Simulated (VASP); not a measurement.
# SnTe: single point with PBEsol+D3(BJ)

Crystal: SnTe.

```
CELL_PARAMETERS angstrom
0.00000 3.15085 3.15085
3.15085 0.00000 3.15085
3.15085 3.15085 0.00000
ATOMIC_POSITIONS crystal
Te 0.50000 0.50000 0.50000
Sn 0.00000 0.00000 0.00000
```

```
Program             : VASP 6.6.1
Task                : single point
Functional          : PBEsol
Dispersion          : D3(BJ)
Potentials or basis : VASP PAW PBE potentials, release 64 (Te, Sn_d)
Cutoff              : 520 eV
k mesh              : 7 × 7 × 7
Occupations         : fermi-dirac, width 0.05 eV
Spin                : no spin polarisation
```

```json
{
  "Pressure": "-2.4 GPa",
  "Dispersion energy per atom": "-0.389 eV"
}
```

Levels at points of the mesh, in eV from the Fermi level:
```
           k point  band 6  band 7  band 8  band 9  band 10  band 11  band 12  band 13  band 14  band 15
(0.00, 0.00, 0.00)  -12.86   -4.75   -2.17   -2.17    -2.17     3.29     3.29     3.29     4.68     4.68
```

Run time: 46 s on 1 thread of Intel Xeon 8259CL, with other jobs on the host, peak memory 0.22 GiB.

Caveat: this odd mesh misses L, where the gap lies, so gap, dielectric constants and Born charges aren't listed; three body term missing; the PAW data sets were made with another functional, which shifts forces and pressure a little; spin-orbit coupling is left out, which moves the levels of the heavy elements.
